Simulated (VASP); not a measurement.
# Zr (P6/mmm) in VASP: single point with r2SCAN

Aim: the single point of Zr with r2SCAN.

Everything below comes from runs of VASP 6.6.1. Logs are shortened: lines on timing, memory, paths and dates and some standing lists are left out, and cuts for length are marked.

## (1) The cell of the first run

It takes space group P6/mmm (No. 191, hexagonal). Conventional cell: a = 5.038 Å, b = 5.038 Å, c = 3.158 Å, α = 90.00°, β = 90.00°, γ = 120.00°. Zr (site symmetry 6/mmm) has 14 Zr at 3.16 to 3.31 Å within 4.2 Å. Within 3.8 Å of Zr (site symmetry -6m2) lie 11 Zr at 2.91 to 3.31 Å.

This isn't the form of Zr at room conditions, which is hcp.

## (2) Single point, r2SCAN

POSCAR

```
Zr
1.0
    5.0382432030      0.0000000000      0.0000000000
   -2.5191216015      4.3632466042      0.0000000000
    0.0000000000      0.0000000000      3.1579538769
Zr
3
Direct
    0.0000000000      0.0000000000      0.0000000000
    0.3333333333      0.6666666667      0.5000000000
    0.6666666667      0.3333333333      0.5000000000
```

INCAR.step1

```
PREC     = Accurate       # precision mode
ENCUT    = 520            # plane-wave cutoff, eV
ISMEAR   = 0              # smearing method
SIGMA    = 0.1            # smearing width, eV
LREAL    = F              # projectors in reciprocal space
LASPH    = T              # aspherical terms in the spheres
NELM     = 100            # most SCF steps
NBANDS   = 25             # bands
GGA      = PE             # functional
ALGO     = Normal         # electronic algorithm
EDIFF    = 1E-4           # SCF threshold, eV
LWAVE    = T              # write WAVECAR
LCHARG   = F              # write CHGCAR
```

INCAR.step2

```
PREC     = Accurate       # precision mode
ENCUT    = 520            # plane-wave cutoff, eV
EDIFF    = 1E-7           # SCF threshold, eV
ISMEAR   = 0              # smearing method
SIGMA    = 0.1            # smearing width, eV
LREAL    = F              # projectors in reciprocal space
LASPH    = T              # aspherical terms in the spheres
NELM     = 100            # most SCF steps
ALGO     = Normal         # electronic algorithm
ISIF     = 2              # what is computed and relaxed
LWAVE    = F              # write WAVECAR
LCHARG   = F              # write CHGCAR
METAGGA  = R2SCAN         # meta-GGA
LMIXTAU  = T            
NBANDS   = 25             # bands
ISTART   = 1
```

KPOINTS

```
regular mesh
0
Gamma
  12 12 14
```

Potentials or basis: VASP PAW PBE potentials, release 64 (Zr_sv).

On the command line:

```sh
$ cat potpaw_PBE.64/Zr_sv/POTCAR > POTCAR
$ cp INCAR.step1 INCAR
$ mpirun -np 1 vasp_std > vasp.out
$ cp INCAR.step2 INCAR
$ mpirun -np 1 vasp_std > vasp.out
```

OUTCAR:

```text
PREC = Accurate
   ENCUT = 520
   EDIFF = 1E-7
   ISMEAR = 0
   LREAL = F
   LASPH = T
   NELM = 100
   ISIF = 2
   METAGGA = R2SCAN
   ISTART = 1

 ion  position               nearest neighbor table
   1  0.000  0.000  0.000-   2 3.31   3 3.31   2 3.31   3 3.31   2 3.31   2 3.31   3 3.31   3 3.31
                             3 3.31   3 3.31   2 3.31   2 3.31
   2  0.333  0.667  0.500-   3 2.91   3 2.91   3 2.91   1 3.31   1 3.31   1 3.31   1 3.31   1 3.31
                             1 3.31
   3  0.667  0.333  0.500-   2 2.91   2 2.91   2 2.91   1 3.31   1 3.31   1 3.31   1 3.31   1 3.31
                             1 3.31

  LATTYP: Found a hexagonal cell.
 ALAT       =     5.0382432030
 C/A-ratio  =     0.6267966332

  Lattice vectors:

 A1 = (   5.0382432030,   0.0000000000,   0.0000000000)
 A2 = (  -2.5191216015,   4.3632466042,   0.0000000000)
 A3 = (   0.0000000000,   0.0000000000,   3.1579538769)

Analysis of symmetry for initial positions (statically):
=====================================================================
 Subroutine PRICEL returns:
 Original cell was already a primitive cell.

 Routine SETGRP: Setting up the symmetry group for a
 hexagonal supercell.

 Subroutine GETGRP returns: Found 24 space group operations
 (whereof 24 operations were pure point group operations)
 out of a pool of 24 trial point group operations.

The static configuration has the point symmetry D_6h.

Analysis of symmetry for dynamics (positions and initial velocities):
=====================================================================
 Subroutine PRICEL returns:
 Original cell was already a primitive cell.

 Routine SETGRP: Setting up the symmetry group for a
 hexagonal supercell.

 Subroutine GETGRP returns: Found 24 space group operations
 (whereof 24 operations were pure point group operations)
 out of a pool of 24 trial point group operations.

The dynamic configuration has the point symmetry D_6h.

 Subroutine INISYM returns: Found 24 space group operations
 (whereof 24 operations are pure point group operations),
 and found     1 'primitive' translations

----------------------------------------------------------------------------------------

                                     Primitive cell

  volume of cell :      69.4216

  direct lattice vectors                    reciprocal lattice vectors
     5.038243203  0.000000000  0.000000000     0.198481883  0.114593569  0.000000000
    -2.519121602  4.363246604  0.000000000     0.000000000  0.229187138  0.000000000
     0.000000000  0.000000000  3.157953877     0.000000000  0.000000000  0.316660736

  length of vectors
     5.038243203  5.038243203  3.157953877     0.229187138  0.229187138  0.316660736

  position of ions in fractional coordinates (direct lattice)
     0.000000000  0.000000000  0.000000000
     0.333333333  0.666666667  0.500000000
     0.666666667  0.333333333  0.500000000

  ion indices of the primitive-cell ions
   primitive index   ion index
                 1           1
                 2           2
                 3           3

----------------------------------------------------------------------------------------

 KPOINTS: regular mesh

Automatic generation of k-mesh.
 Grid dimensions read from file:
 generate k-points for:   12   12   14

 Generating k-lattice:

  Cartesian coordinates                     Fractional coordinates (reciprocal lattice)
     0.016540157  0.009549464  0.000000000     0.083333333 -0.000000000  0.000000000
     0.000000000  0.019098928  0.000000000     0.000000000  0.083333333  0.000000000
     0.000000000  0.000000000  0.022618624     0.000000000  0.000000000  0.071428571

  Length of vectors
     0.019098928  0.019098928  0.022618624

  Shift w.r.t. Gamma in fractional coordinates (k-lattice)
     0.000000000  0.000000000  0.000000000

 Subroutine IBZKPT returns following result:
 ===========================================

 Found    152 irreducible k-points:

 Following reciprocal coordinates:
            Coordinates               Weight
  0.000000  0.000000  0.000000      1.000000
  0.083333  0.000000  0.000000      6.000000
  0.166667  0.000000  0.000000      6.000000
  0.250000 -0.000000  0.000000      6.000000
  0.333333  0.000000  0.000000      6.000000
  0.416667 -0.000000  0.000000      6.000000
[... 16 lines left out ...]
  0.250000 -0.000000  0.071429     12.000000
  0.333333  0.000000  0.071429     12.000000
 [... further k-points ...]
   k-points           NKPTS =    152   k-points in BZ     NKDIM =    152   number of bands    NBANDS=     25
   number of dos      NEDOS =    301   number of ions     NIONS =      3
   total plane-waves  NPLWV =  38400
   dimension x,y,z NGX =    40 NGY =   40 NGZ =   24
   dimension x,y,z NGXF=    80 NGYF=   80 NGZF=   48
   ions per type =               3
   NGX,Y,Z   is equivalent  to a cutoff of  13.20, 13.20, 12.63 a.u.
   NGXF,Y,Z  is equivalent  to a cutoff of  26.40, 26.40, 25.27 a.u.
 SYSTEM =  unknown system
   PREC   = accura    normal or accurate (medium, high low for compatibility)
   ISTART =      1    job   : 0-new  1-cont  2-samecut
   ICHARG =      0    charge: 1-file 2-atom 10-const
   ISPIN  =      1    spin polarized calculation?
   LNONCOLLINEAR =      F non collinear calculations
   LSORBIT =      F    spin-orbit coupling
   LASPH  =      T    aspherical Exc in radial PAW
   ENCUT  =  520.0 eV  38.22 Ry    6.18 a.u.   9.37  9.37  5.87*2*pi/ulx,y,z
   NELM   =    100;   NELMIN=  2; NELMDL=  0     # of ELM steps
   EDIFF  = 0.1E-06   stopping-criterion for ELM
   LREAL  =      F    real-space projection
   EDIFFG = 0.1E-05   stopping-criterion for IOM
   NSW    =      0    number of steps for IOM
   IBRION =     -1    ionic relax: 0-MD 1-quasi-New 2-CG
   NFREE  =      0    steps in history (QN), initial steepest desc. (CG)
   ISIF   =      2    stress and relaxation
   ISYM   =      2    0-nonsym 1-usesym 2-fastsym
   POTIM  = 0.5000    time-step for ionic-motion
   TEBEG  =    0.0;   TEEND  =   0.0 temperature during run
   PSTRESS=    0.0 pullay stress
   NELECT =      36.0000    total number of electrons
   NUPDOWN=      -1.0000    fix difference up-down
   EMIN   =  10.00;   EMAX   =-10.00  energy-range for DOS
   EFERMI =   0.00;   METHOD = LEGACY
   ISMEAR =     0;   SIGMA  =   0.10  broadening in eV -4-tet -1-fermi 0-gaus
   EFERMI_NEDOS =   21; number of points for ismear=-14 and -15
   IALGO  =     38    algorithm
   IMIX   =      4    mixing-type and parameters
     AMIX     =   0.40;   BMIX     =  1.00
     AMIX_MAG =   1.60;   BMIX_MAG =  1.00
  volume/ion in A,a.u.               =      23.14       156.16
  Fermi-wavevector in a.u.,A,eV,Ry     =   1.315257  2.485476 23.536748  1.729902
  Thomas-Fermi vector in A             =   2.445453
   LORBIT       =      0    0 simple, 1 ext, 2 COOP (PROOUT), +10 PAW based schemes
   METAGGA = R2SCAN    functional components
   LHFCALC =     F    Hartree Fock is set to
   AEXX    =    0.0000 exact exchange contribution
   IVDW    =     0    specifies the selected vdW correction
   LEPSILON=     F    determine dielectric tensor
   LRPA    =     F    only Hartree local field effects (RPA)
 non-spin polarized calculation
 Gauss-broadening in eV      SIGMA  =   0.10
  energy-cutoff  :      520.00
  volume of cell :       69.42
 maximum number of plane-waves:      1898
 NGX is ok and might be reduce to    40
   NGX = 19   NGY = 19   NGZ = 11

 number of electron      36.0000000 magnetization

 Free energy of the ion-electron system (eV)
  ---------------------------------------------------
  ext. energy  EPLUGINS =         0.00000000
  ---------------------------------------------------
  free energy    TOTEN  =       -68.29382662 eV

  energy without entropy =      -68.28062138  energy(sigma->0) =      -68.28722400

 E-fermi :   9.0055     XC(G=0): -11.9858

 val. band max:        9.0044374704   @ k =   0.4167   0.0833   0.1429
 cond. band min:       9.0061897514   @ k =   0.4167  -0.0000   0.1429
 fundamental gap:      0.0017522810
 Fermi energy:         9.0054713396

 k-point     1 :       0.0000    0.0000    0.0000
  band No.  band energies     occupation
      1     -41.6160      2.00000
      2     -41.3505      2.00000
      3     -41.1500      2.00000
      4     -19.0792      2.00000
      5     -19.0792      2.00000
      6     -19.0534      2.00000
[... 17 lines left out ...]
     24      11.3783      0.00000
     25      11.4447      0.00000

 k-point     2 :       0.0833    0.0000    0.0000
  band No.  band energies     occupation
      1     -41.6146      2.00000
      2     -41.3487      2.00000
      3     -41.1535      2.00000
      4     -19.1528      2.00000
      5     -19.1407      2.00000
      6     -18.9778      2.00000
[... 17 lines left out ...]
     24      11.0900      0.00000
     25      11.7964      0.00000

 k-point     3 :       0.1667    0.0000    0.0000
  band No.  band energies     occupation
      1     -41.6107      2.00000
      2     -41.3431      2.00000
      3     -41.1634      2.00000
      4     -19.2304      2.00000
      5     -19.1805      2.00000
      6     -18.8943      2.00000
[... 17 lines left out ...]
     24      11.1150      0.00000
     25      12.2065      0.00000

 k-point     4 :       0.2500   -0.0000    0.0000
  band No.  band energies     occupation
      1     -41.6056      2.00000
      2     -41.3335      2.00000
      3     -41.1788      2.00000
      4     -19.2963      2.00000
      5     -19.1812      2.00000
      6     -18.8200      2.00000
[... 17 lines left out ...]
     24      11.4776      0.00000
     25      12.6286      0.00000
[... 477 lines left out ...]
 k-point    22 :       0.1667    0.0000    0.0714
  band No.  band energies     occupation
      1     -41.6071      2.00000
      2     -41.3408      2.00000
      3     -41.1606      2.00000
      4     -19.2216      2.00000
      5     -19.1730      2.00000
      6     -18.8921      2.00000
[... 17 lines left out ...]
     24      11.1182      0.00000
     25      12.3172      0.00000

 k-point    23 :       0.2500   -0.0000    0.0714
  band No.  band energies     occupation
      1     -41.6022      2.00000
      2     -41.3310      2.00000
      3     -41.1760      2.00000
      4     -19.2864      2.00000
      5     -19.1743      2.00000
      6     -18.8201      2.00000
[... 17 lines left out ...]
     24      11.4320      0.00000
     25      12.7475      0.00000

 k-point    24 :       0.3333    0.0000    0.0714
  band No.  band energies     occupation
      1     -41.5975      2.00000
      2     -41.3177      2.00000
      3     -41.1947      2.00000
      4     -19.3356      2.00000
      5     -19.1367      2.00000
      6     -18.7775      2.00000
[... 17 lines left out ...]
     24      11.8869      0.00000
     25      12.5972      0.00000

 [... further k-points ...]

------------------------ aborting loop because EDIFF is reached ----------------------------------------

  FORCE on cell =-STRESS in cart. coord.  units (eV):
  Direction    XX          YY          ZZ          XY          YZ          ZX
  --------------------------------------------------------------------------------------
  -------------------------------------------------------------------------------------
  Total        0.0127061      0.0127061     -0.0101740      0.0000000      0.0000000      0.0000000
  in kB        0.2932426      0.2932426     -0.2348051      0.0000000      0.0000000      0.0000000
  external PRESSURE =       0.1172267 kB  Pullay stress =       0.0000000 kB

 VOLUME and BASIS-vectors are now :
 -----------------------------------------------------------------------------
  energy-cutoff  :      520.00
  volume of cell :       69.42
      direct lattice vectors                 reciprocal lattice vectors
     5.038243203  0.000000000  0.000000000     0.198481883  0.114593569  0.000000000
    -2.519121602  4.363246604  0.000000000     0.000000000  0.229187138  0.000000000
     0.000000000  0.000000000  3.157953877     0.000000000  0.000000000  0.316660736

 POSITION                                       TOTAL-FORCE (eV/Angst)
 -----------------------------------------------------------------------------------
      0.00000      0.00000      0.00000         0.000000      0.000000     -0.000000
     -0.00000      2.90883      1.57898        -0.000000      0.000000     -0.000000
      2.51912      1.45442      1.57898        -0.000000      0.000000      0.000000
 -----------------------------------------------------------------------------------
    total drift:                                0.000000      0.000000      0.000000

  FREE ENERGIE OF THE ION-ELECTRON SYSTEM (eV)
  ---------------------------------------------------
  free  energy   TOTEN  =       -68.2938266220 eV

  energy  without entropy=      -68.2806213833  energy(sigma->0) =      -68.28722400
```

It took 9.2 min on 1 thread of Intel Xeon Platinum 8488C (Sapphire Rapids), shared host; peak memory 0.33 GiB.

What came out:

* Free energy: -68.2938 eV
* Pressure: 0.0 GPa
* Band gap on the k mesh: zero (bands 18 and 19 overlap by 0.62 eV)

Levels at points of the mesh, in eV from the Fermi level:
```
           k point  band 15  band 16  band 17  band 18  band 19  band 20  band 21  band 22
(0.00, 0.00, 0.00)    -0.64    -0.64    -0.57    -0.57    -0.11     1.01     1.79     1.79
(0.50, 0.00, 0.00)    -3.06    -0.65    -0.53    -0.48     0.03     0.80     1.20     1.45
(0.00, 0.00, 0.50)    -2.33    -2.05    -2.05    -1.62     1.26     1.26     1.80     1.80
(0.50, 0.00, 0.50)    -2.07    -1.59    -0.90    -0.64     0.40     1.00     1.12     1.52
```

Caveat: the PAW data sets were made with another functional, which shifts forces and pressure a little.
